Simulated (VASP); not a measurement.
Lu:

```xyz
1
Lattice="0.0000 2.2812 2.2812 2.2812 0.0000 2.2812 2.2812 2.2812 0.0000" Properties=species:S:1:pos:R:3 pbc="T T T"
Lu    0.0000    0.0000    0.0000
```

This isn't the form of Lu at room conditions, which is hcp.

* Program: VASP 6.6.1
* Task: relaxation of cell and atoms
* Functional: PBE
* Potentials or basis: VASP PAW PBE potentials, release 64 (Lu)
* Cutoff: 600 eV
* k mesh: 15 × 15 × 15
* Occupations: fermi-dirac, width 0.05 eV
* Spin: no spin polarisation

At the start: pressure 12.4 GPa; volume 23.74 Å³/atom.

Q: Where does the relaxation end?

A: Over 4 steps the energy falls by 173.7 meV/atom and the volume is 29.06 Å³/atom (+22.4 %); space group Fm-3m (No. 225, to 0.1 Å) before and after.

Step by step:
```tsv
step	energy change (eV)	largest force (eV/Å)	pressure (GPa)	volume (Å³)
1	0.0000	0.0000	12.35	23.74
2	-0.1634	0.0000	-2.31	30.60
3	-0.1736	0.0000	0.22	28.92
4	-0.1737	0.0000	-0.02	29.06
```

Final structure:
```
Lu
1.0
     0.00000    2.44007    2.44007
     2.44007    0.00000    2.44007
     2.44007    2.44007    0.00000
Lu
1
Direct
  0.00000 0.00000 0.00000
```

Caveat: the volume moved by over 15 % at a fixed basis, so the end points are rough.
